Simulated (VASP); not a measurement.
Crystal: Gd.

```xyz
2
Lattice="3.4842 0.0000 0.0000 -1.7421 3.0174 0.0000 0.0000 0.0000 5.5867" Properties=species:S:1:pos:R:3 pbc="T T T"
Gd    0.0000    2.0116    1.3967
Gd    1.7421    1.0058    4.1900
```

Base run:

| Property | Result |
| --- | --- |
| Program | VASP 6.6.1 |
| Functional | LDA |
| Potentials or basis | VASP PAW PBE potentials, release 64 (Gd) |
| Cutoff | 520 eV |
| k mesh | 8 × 8 × 5 |
| Occupations | fermi-dirac, width 0.05 eV |
| Spin | collinear spin, ferromagnetic start |
| Starting moments | [7.214, 7.214] μB |

Its results: pressure 0.0 GPa; net moment 14.58 μB per cell; site moments Gd +6.88 μB.

**Question.** The run is repeated on the same cell with these changes: k mesh from 8 × 8 × 5 to 2 × 2 × 1. What comes out?

**Answer.** Pressure -12.7 GPa; net moment 13.72 μB per cell; site moments Gd +6.68 μB.

Caveats: some runs use coarse meshes; the PAW data sets were made with another functional, which shifts forces and pressure a little.
